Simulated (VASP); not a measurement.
# Ga3SiCN3 (an interface model) in VASP: notebook, part 3 of 3

VASP 6.6.1. The steps go on from the part before.

### Step 4. Single point, PBEsol

Input file INCAR:

```
SYSTEM = Ga3SiCN3
  PREC = Accurate
  ENCUT = 520
  EDIFF = 1E-6
  ISMEAR = -1
  SIGMA = 0.05
  LREAL = .FALSE.
  LASPH = .TRUE.
  NELM = 120
  ALGO = Normal
  ISIF = 2
  LWAVE = .FALSE.
  LCHARG = .FALSE.
  GGA = PS
  NBANDS = 76
  GGA_COMPAT = .FALSE.
```

Input file KPOINTS:

```
regular mesh
0
G
  4 6 2
  0 0 0
```

Input file POSCAR:

```
Ga3SiCN3
1.0
    0.0000000000      0.0000000000      5.2227060000
    3.1827460000      0.0000000000      0.0000000000
    0.0000000000     10.8636030000      0.0000000000
Si Ga C N
2 6 2 6
Direct
    0.0001020000      0.0000000000      0.1592220000
    0.5001020000      0.5000000000      0.0796110000
    0.0001020000      0.5000000000      0.4030180000
    0.0001020000      0.0000000000      0.6567400000
    0.0001020000      0.5000000000      0.9104630000
    0.5001020000      0.0000000000      0.3184440000
    0.5001020000      0.5000000000      0.5721660000
    0.5001020000      0.0000000000      0.8258890000
    0.3758980000      0.0000000000      0.1592220000
    0.8758980000      0.5000000000      0.0796110000
    0.3758980000      0.5000000000      0.4030180000
    0.3758980000      0.0000000000      0.6567400000
    0.3758980000      0.5000000000      0.9104630000
    0.8758980000      0.0000000000      0.3184440000
    0.8758980000      0.5000000000      0.5721660000
    0.8758980000      0.0000000000      0.8258890000
```

Potentials or basis: VASP PAW PBE potentials, release 64 (Si, Ga_d, C, N).

On the command line:

```console
cat potpaw_PBE.64/Si/POTCAR potpaw_PBE.64/Ga_d/POTCAR potpaw_PBE.64/C/POTCAR potpaw_PBE.64/N/POTCAR > POTCAR
mpirun -np 1 vasp_std > vasp.out
```

OUTCAR:

```text
SYSTEM = Ga3SiCN3
   PREC = Accurate
   ENCUT = 520
   EDIFF = 1E-6
   ISMEAR = -1
   LREAL = .FALSE.
   LASPH = .TRUE.
   NELM = 120
   ISIF = 2
   GGA = PS

 ion  position               nearest neighbor table
   1  0.000  0.000  0.159-  14 1.85  10 1.92  10 1.92   9 1.96
   2  0.500  0.500  0.080-   9 1.92   9 1.92  13 1.95  10 1.96
   3  0.000  0.500  0.403-  15 1.95  14 1.95  14 1.95  11 1.96
   4  0.000  0.000  0.657-  15 1.95  15 1.95  16 1.95  12 1.96
   5  0.000  0.500  0.910-  10 1.95  16 1.95  16 1.95  13 1.96
   6  0.500  0.000  0.318-   9 1.85  11 1.95  11 1.95  14 1.96
[... 8 lines left out ...]
  15  0.876  0.500  0.572-   3 1.95   4 1.95   4 1.95   7 1.96
  16  0.876  0.000  0.826-   5 1.95   5 1.95   4 1.95   8 1.96

  LATTYP: Found a simple orthorhombic cell.
 ALAT       =     3.1827460000
 B/A-ratio  =     1.6409433866
 C/A-ratio  =     3.4132799161

  Lattice vectors:

 A1 = (  -3.1827460000,   0.0000000000,   0.0000000000)
 A2 = (   0.0000000000,   0.0000000000,   5.2227060000)
 A3 = (   0.0000000000,  10.8636030000,   0.0000000000)

Analysis of symmetry for initial positions (statically):
=====================================================================
 Subroutine PRICEL returns:
 Original cell was already a primitive cell.

 Routine SETGRP: Setting up the symmetry group for a
 simple orthorhombic supercell.

 Subroutine GETGRP returns: Found  2 space group operations
 (whereof  2 operations were pure point group operations)
 out of a pool of  8 trial point group operations.

The static configuration has the point symmetry C_1h.

Analysis of symmetry for dynamics (positions and initial velocities):
=====================================================================
 Subroutine PRICEL returns:
 Original cell was already a primitive cell.

 Routine SETGRP: Setting up the symmetry group for a
 simple orthorhombic supercell.

 Subroutine GETGRP returns: Found  2 space group operations
 (whereof  2 operations were pure point group operations)
 out of a pool of  8 trial point group operations.

The dynamic configuration has the point symmetry C_1h.

 Subroutine INISYM returns: Found  2 space group operations
 (whereof  2 operations are pure point group operations),
 and found     1 'primitive' translations

----------------------------------------------------------------------------------------

                                     Primitive cell

  volume of cell :     180.5807

  direct lattice vectors                    reciprocal lattice vectors
     0.000000000  0.000000000  5.222706000     0.000000000  0.000000000  0.191471624
     3.182746000  0.000000000  0.000000000     0.314194095  0.000000000  0.000000000
     0.000000000 10.863603000  0.000000000     0.000000000  0.092050492  0.000000000

  length of vectors
     5.222706000  3.182746000 10.863603000     0.191471624  0.314194095  0.092050492

  position of ions in fractional coordinates (direct lattice)
     0.000102000  0.000000000  0.159222000
     0.500102000  0.500000000  0.079611000
     0.000102000  0.500000000  0.403018000
     0.000102000  0.000000000  0.656740000
     0.000102000  0.500000000  0.910463000
     0.500102000  0.000000000  0.318444000
[... 59 lines left out ...]
  0.250000  0.000000  0.000000      2.000000
  0.500000  0.000000  0.000000      1.000000
  0.000000  0.166667  0.000000      2.000000
  0.250000  0.166667  0.000000      4.000000
  0.500000  0.166667  0.000000      2.000000
[... 16 lines left out ...]
  0.250000  0.500000  0.500000      2.000000
  0.500000  0.500000  0.500000      1.000000
   k-points           NKPTS =     24   k-points in BZ     NKDIM =     24   number of bands    NBANDS=     76
   number of dos      NEDOS =    301   number of ions     NIONS =     16
   total plane-waves  NPLWV =  80640
   dimension x,y,z NGX =    40 NGY =   24 NGZ =   84
   dimension x,y,z NGXF=    80 NGYF=   48 NGZF=  168
   ions per type =               2   6   2   6
   NGX,Y,Z   is equivalent  to a cutoff of  12.73, 12.54, 12.85 a.u.
   NGXF,Y,Z  is equivalent  to a cutoff of  25.47, 25.07, 25.71 a.u.
 SYSTEM =  Ga3SiCN3
   PREC   = accura    normal or accurate (medium, high low for compatibility)
   ISTART =      0    job   : 0-new  1-cont  2-samecut
   ICHARG =      2    charge: 1-file 2-atom 10-const
   ISPIN  =      1    spin polarized calculation?
   LNONCOLLINEAR =      F non collinear calculations
   LSORBIT =      F    spin-orbit coupling
   LASPH  =      T    aspherical Exc in radial PAW
   ENCUT  =  520.0 eV  38.22 Ry    6.18 a.u.   9.71  5.92 20.20*2*pi/ulx,y,z
   NELM   =    120;   NELMIN=  2; NELMDL= -5     # of ELM steps
   EDIFF  = 0.1E-05   stopping-criterion for ELM
   LREAL  =      F    real-space projection
   EDIFFG = 0.1E-04   stopping-criterion for IOM
   NSW    =      0    number of steps for IOM
   IBRION =     -1    ionic relax: 0-MD 1-quasi-New 2-CG
   NFREE  =      0    steps in history (QN), initial steepest desc. (CG)
   ISIF   =      2    stress and relaxation
   ISYM   =      2    0-nonsym 1-usesym 2-fastsym
   POTIM  = 0.5000    time-step for ionic-motion
   TEBEG  =    0.0;   TEEND  =   0.0 temperature during run
   PSTRESS=    0.0 pullay stress
   NELECT =     124.0000    total number of electrons
   NUPDOWN=      -1.0000    fix difference up-down
   EMIN   =  10.00;   EMAX   =-10.00  energy-range for DOS
   EFERMI =   0.00;   METHOD = LEGACY
   ISMEAR =    -1;   SIGMA  =   0.05  broadening in eV -4-tet -1-fermi 0-gaus
   EFERMI_NEDOS =   21; number of points for ismear=-14 and -15
   IALGO  =     38    algorithm
   IMIX   =      4    mixing-type and parameters
     AMIX     =   0.40;   BMIX     =  1.00
     AMIX_MAG =   1.60;   BMIX_MAG =  1.00
  volume/ion in A,a.u.               =      11.29        76.16
  Fermi-wavevector in a.u.,A,eV,Ry     =   1.444303  2.729336 28.381896  2.086010
  Thomas-Fermi vector in A             =   2.562613
   LORBIT       =      0    0 simple, 1 ext, 2 COOP (PROOUT), +10 PAW based schemes
   GGA     = PS    functional components
   LHFCALC =     F    Hartree Fock is set to
   AEXX    =    0.0000 exact exchange contribution
   IVDW    =     0    specifies the selected vdW correction
   LEPSILON=     F    determine dielectric tensor
   LRPA    =     F    only Hartree local field effects (RPA)
 non-spin polarized calculation
  energy-cutoff  :      520.00
  volume of cell :      180.58
 maximum number of plane-waves:      4928
 NGX is ok and might be reduce to    40
   NGX = 19   NGY = 11   NGZ = 41

 number of electron     123.9999953 magnetization

 Free energy of the ion-electron system (eV)
  ---------------------------------------------------
  ext. energy  EPLUGINS =         0.00000000
  ---------------------------------------------------
  free energy    TOTEN  =      -110.19924008 eV

  energy without entropy =     -110.19924008  energy(sigma->0) =     -110.19924008

 E-fermi :   6.9148     XC(G=0): -11.7597

 val. band max:        5.8723210267   @ k =   0.0000   0.0000   0.0000
 cond. band min:       8.1236042012   @ k =   0.0000   0.0000   0.0000
 fundamental gap:      2.2512831745
 Fermi energy:         6.9147885398

 k-point     1 :       0.0000    0.0000    0.0000
  band No.  band energies     occupation
      1     -10.3023      2.00000
      2      -9.8971      2.00000
      3      -9.6236      2.00000
      4      -9.3226      2.00000
      5      -9.2417      2.00000
      6      -9.1925      2.00000
[... 1837 lines left out ...]
     73      12.9110      0.00000
     74      13.1989      0.00000
 [bands above 74 left out]

------------------------ aborting loop because EDIFF is reached ----------------------------------------

  FORCE on cell =-STRESS in cart. coord.  units (eV):
  Direction    XX          YY          ZZ          XY          YZ          ZX
  --------------------------------------------------------------------------------------
  -------------------------------------------------------------------------------------
  Total       -4.9249710      0.6013204     -7.2073447      0.0000000      0.5571540      0.0000000
  in kB      -43.6961134      5.3351305    -63.9461538      0.0000000      4.9432705      0.0000000
  external PRESSURE =     -34.1023789 kB  Pullay stress =       0.0000000 kB

 VOLUME and BASIS-vectors are now :
 -----------------------------------------------------------------------------
  energy-cutoff  :      520.00
  volume of cell :      180.58
      direct lattice vectors                 reciprocal lattice vectors
     0.000000000  0.000000000  5.222706000     0.000000000  0.000000000  0.191471624
     3.182746000  0.000000000  0.000000000     0.314194095  0.000000000  0.000000000
     0.000000000 10.863603000  0.000000000     0.000000000  0.092050492  0.000000000

 POSITION                                       TOTAL-FORCE (eV/Angst)
 -----------------------------------------------------------------------------------
      0.00000      1.72972      0.00053         0.000000     -0.167279     -0.093784
      1.59137      0.86486      2.61189         0.000000     -0.943333     -0.062378
      1.59137      4.37823      0.00053         0.000000      0.381638      0.326791
      0.00000      7.13456      0.00053         0.000000      0.121717     -0.025954
      1.59137      9.89091      0.00053         0.000000     -0.223723     -0.126360
      0.00000      3.45945      2.61189         0.000000      1.800885      0.290572
[... 8 lines left out ...]
      1.59137      6.21578      4.57456         0.000000     -0.230179     -0.017744
      0.00000      8.97213      4.57456         0.000000     -0.488990      0.090555
 -----------------------------------------------------------------------------------
    total drift:                                0.000000     -0.000220     -0.000941

  FREE ENERGIE OF THE ION-ELECTRON SYSTEM (eV)
  ---------------------------------------------------
  free  energy   TOTEN  =      -110.1992400811 eV

  energy  without entropy=     -110.1992400810  energy(sigma->0) =     -110.19924008
```

Run time: 11 min. Hardware: 1 thread of Oxide Virtual Turin-like, shared host; peak memory 0.39 GiB.

What came out:

```
Free energy            : -110.1992 eV
Pressure               : -3.4 GPa
Largest force          : 3.472 eV/Å
Band gap on the k mesh : 2.25 eV
```

Forces on the atoms (eV/Å):
```
Si   0.000 -0.167 -0.094
Si   0.000 -0.943 -0.062
Ga   0.000  0.382  0.327
Ga   0.000  0.122 -0.026
Ga   0.000 -0.224 -0.126
Ga   0.000  1.801  0.291
Ga   0.000 -0.083 -0.073
Ga   0.000 -0.096  0.272
C    0.000 -3.163 -1.434
C    0.000  1.430 -0.863
N    0.000  0.641  0.122
N    0.000  0.181 -0.017
N    0.000  1.526  0.845
N    0.000 -0.687  0.767
N    0.000 -0.230 -0.018
N    0.000 -0.489  0.091
```

Levels at points of the mesh, in eV from the valence-band top:
| k point | band 58 | band 59 | band 60 | band 61 | band 62 | band 63 | band 64 | band 65 | band 66 | band 67 |
| --- | --- | --- | --- | --- | --- | --- | --- | --- | --- | --- |
| (0.00, 0.00, 0.00) | -0.73 | -0.61 | -0.08 | -0.07 | 0.00 | 2.25 | 3.64 | 4.12 | 4.47 | 4.53 |
| (0.50, 0.00, 0.00) | -1.38 | -0.64 | -0.62 | -0.50 | -0.47 | 3.54 | 3.58 | 4.23 | 4.27 | 4.57 |
| (0.00, 0.50, 0.00) | -2.24 | -2.12 | -2.10 | -1.03 | -0.92 | 4.09 | 4.34 | 4.47 | 4.53 | 5.37 |
| (0.50, 0.50, 0.00) | -1.97 | -1.81 | -1.73 | -1.55 | -1.34 | 3.47 | 3.65 | 3.97 | 4.06 | 4.96 |
| (0.00, 0.00, 0.50) | -0.86 | -0.48 | -0.43 | -0.11 | -0.04 | 2.91 | 3.52 | 3.66 | 4.93 | 4.99 |
| (0.50, 0.00, 0.50) | -1.05 | -1.05 | -1.04 | -0.81 | -0.77 | 3.68 | 3.71 | 4.20 | 4.27 | 4.69 |
| (0.00, 0.50, 0.50) | -2.26 | -1.78 | -1.73 | -1.52 | -1.36 | 4.34 | 4.57 | 5.03 | 5.16 | 5.37 |
| (0.50, 0.50, 0.50) | -1.96 | -1.81 | -1.75 | -1.61 | -1.41 | 3.96 | 4.17 | 4.26 | 4.37 | 4.73 |

Caveat: the PAW data sets were made with another functional, which shifts forces and pressure a little.

### Step 5. The runs side by side

| level | cell | k mesh | cutoff (eV) | gap on the mesh (eV) | pressure (GPa) | largest force (eV/Å) |
| --- | --- | --- | --- | --- | --- | --- |
| r2SCAN | a = 5.223, b = 3.183, c = 10.849 Å, 16 atoms, atomic positions A | 3 × 4 × 1 | 580 | 2.60 | -3.1 | 0.16 |
| PBEsol | a = 5.223, b = 3.183, c = 10.849 Å, 16 atoms, atomic positions A | 4 × 6 × 2 | 520 | 2.18 | -3.7 | 0.03 |
| PBEsol | a = 5.223, b = 3.183, c = 10.864 Å, 16 atoms, atomic positions B | 4 × 6 × 2 | 520 | 2.25 | -3.4 | 3.47 |

Alike in all rows: task single point; potentials or basis VASP PAW PBE potentials, release 64 (Si, Ga_d, C, N); no spin polarisation; smearing fermi-dirac 0.05 eV.

Caveats: some runs use coarse meshes; the PAW data sets were made with another functional, which shifts forces and pressure a little.

Absolute energies hang on the potentials; compare differences alone.
